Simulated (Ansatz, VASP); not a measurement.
# SbPt: VASP beside Ansatz

INCAR

```
PREC = Accurate
ENCUT = 520
EDIFF = 1E-6
ISMEAR = -1
SIGMA = 0.08
LREAL = False
LASPH = True
NELM = 80
ALGO = Normal
ISIF = 2
LWAVE = False
LCHARG = False
NBANDS = 23
```

Contents of KPOINTS:

```
Automatic mesh
0
Gamma
  11 11 8
```

Contents of POSCAR:

```
SbPt
1.0
    4.1843461804      0.0000000000      0.0000000000
   -2.0921730902      3.6237500904      0.0000000000
    0.0000000000      0.0000000000      5.5440082577
Sb Pt
2 2
Direct
    0.3333333333      0.6666666667      0.2500000000
    0.6666666667      0.3333333333      0.7500000000
    0.0000000000      0.0000000000      0.0000000000
    0.0000000000      0.0000000000      0.5000000000
```

Input for Ansatz:

```yaml
crystal:
  lattice:
    - [4.1843461804, 0.0, 0.0]
    - [-2.0921730902, 3.6237500904, 0.0]
    - [0.0, 0.0, 5.5440082577]
  atoms:
    - { symbol: Sb, position: [0.3333333333, 0.6666666667, 0.25] }
    - { symbol: Sb, position: [0.6666666667, 0.3333333333, 0.75] }
    - { symbol: Pt, position: [0.0, 0.0, 0.0] }
    - { symbol: Pt, position: [0.0, 0.0, 0.5] }
kpoints:
  mp_grid: { grid: [11, 11, 8] }
  band_path:
    path:
      - [0.0, 0.0, 0.0]
      - [0.5, 0.0, 0.0]
      - [0.3333333333, 0.3333333333, 0.0]
      - [0.0, 0.0, 0.0]
      - [0.0, 0.0, 0.5]
      - [0.5, 0.0, 0.5]
      - [0.3333333333, 0.3333333333, 0.5]
      - [0.0, 0.0, 0.5]
      - [0.5, 0.0, 0.5]
    npoints: 5
scf:
  occupations: { method: fermi_dirac, width: 0.08 }
hamiltonian:
  xc: lda
  pseudopotentials: { kind: all_electron, lapw: { basis_error: 0.0005 } }
output:
  forces: true
  stress: true
  eigenvalues: true
```

Change from the starting cell: volume scaled by 1.04.

Alike in both runs: task single point; functional LDA; k mesh 11 × 11 × 8; occupations fermi-dirac, width 0.08 eV; no spin polarisation.

|  | VASP | Ansatz |
| --- | --- | --- |
| version | VASP 6.6.1 | Ansatz 0.2.0 |
| potentials or method | VASP PAW LDA potentials, release 64 (Sb, Pt), cutoff 520 eV | all-electron LAPW, scalar-relativistic |

```csv
,VASP,Ansatz,Ansatz less VASP
pressure (GPa),-5.2,-5.4,-0.17
"traceless stress, the component that is largest in VASP (GPa)",-1.16,-1.28,-0.120
```

LDA's correlation is that of Perdew and Zunger in VASP and of Perdew and Wang (1992) in Ansatz. Ansatz ran all-electron here, and VASP with PAW potentials.

Spin-orbit coupling is off throughout.
